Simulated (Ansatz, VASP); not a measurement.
**One calculation of Sn, two programs**

File INCAR:

```
SYSTEM = Sn
PREC = Accurate
ENCUT = 520
EDIFF = 1E-6
ISMEAR = -1
SIGMA = 0.05
LREAL = .FALSE.
LASPH = .TRUE.
NELM = 100
ALGO = Normal
ISIF = 2
LWAVE = .FALSE.
LCHARG = .FALSE.
NBANDS = 21
```

The input KPOINTS:

```
regular mesh
0
G
  7 7 7
  0 0 0
```

POSCAR

```
Sn
1.0
    0.0000000000      3.2333428000      3.2333428000
    3.2333428000      0.0000000000      3.2333428000
    3.2333428000      3.2333428000      0.0000000000
Sn
2
Direct
    0.7500000000      0.7500000000      0.7500000000
    0.5000000000      0.5000000000      0.5000000000
```

Contents of input.yaml:

```yaml
crystal:
  lattice:
    - [0.0, 3.2333428, 3.2333428]
    - [3.2333428, 0.0, 3.2333428]
    - [3.2333428, 3.2333428, 0.0]
  atoms:
    - { symbol: Sn, position: [0.75, 0.75, 0.75] }
    - { symbol: Sn, position: [0.5, 0.5, 0.5] }
hamiltonian:
  xc: lda
  pseudopotentials: { kind: paw }
kpoints:
  mp_grid: { grid: [7, 7, 7] }
  band_path:
    path:
      - [[0.0, 0.0, 0.0], [0.5, 0.0, 0.5], [0.5, 0.25, 0.75], [0.375, 0.375, 0.75], [0.0, 0.0, 0.0], [0.5, 0.5, 0.5], [0.625, 0.25, 0.625], [0.5, 0.25, 0.75], [0.5, 0.5, 0.5], [0.375, 0.375, 0.75]]
      - [[0.625, 0.25, 0.625], [0.5, 0.0, 0.5]]
    npoints: 14
scf:
  occupations: { method: fermi_dirac, width: 0.05 }
  n_extra_bands: 6
output:
  forces: true
  stress: true
  eigenvalues: true
  fatbands: true
  write_density: true
  write_potential: true
  elf: true
  volumetric_format: npy
```

Alike in both runs: functional LDA; k mesh 7 × 7 × 7; occupations fermi-dirac, width 0.05 eV; no spin polarisation.

|  | VASP | Ansatz |
| --- | --- | --- |
| version | VASP 6.6.1 | Ansatz 0.2.0 |
| potentials or method | VASP PAW LDA potentials, release 64 (Sn_d) | Ansatz PAW |
| plane-wave cutoff (eV) | 520 | 420 |
| valence electrons in the cell | 28 | 28 |
| task | single point | band structure |

```tsv
	VASP	Ansatz	Ansatz less VASP
gap on the k mesh at the Fermi level (eV)	none	none	-
pressure (GPa)	0.2	0.2	0.00
```

LDA's correlation is that of Perdew and Zunger in VASP and of Perdew and Wang (1992) in Ansatz. A gap of «none» marks a metal or a gap that the smearing closes.
